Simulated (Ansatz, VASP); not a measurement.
**K: VASP beside Ansatz**

```xyz
1
Lattice="-2.6797 2.6797 2.6797 2.6797 -2.6797 2.6797 2.6797 2.6797 -2.6797" Properties=species:S:1:pos:R:3 pbc="T T T"
K     0.0000    0.0000    0.0000
```

Alike in both runs: functional r2SCAN; k mesh 12 × 12 × 12; occupations fermi-dirac, width 0.15 eV; no spin polarisation.

Ansatz relaxed the structure, and its values are those at the end. VASP's run is a single point on that final structure, the one shown.

```csv
,VASP,Ansatz
version,VASP 6.6.1,Ansatz 0.2.0
potentials or method,"VASP PAW PBE potentials, release 64 (K_sv), cutoff 520 eV","scalar-relativistic, plane waves, PAW"
valence electrons in the cell,9,9
```

```csv
,VASP,Ansatz,Ansatz less VASP
gap on the k mesh at the Fermi level (eV),none,none,-
pressure (GPa),0.0,0.0,+0.03
```

VASP's potentials were made for PBE, not for r2SCAN. A gap of «none» marks a metal or a gap that the smearing closes.
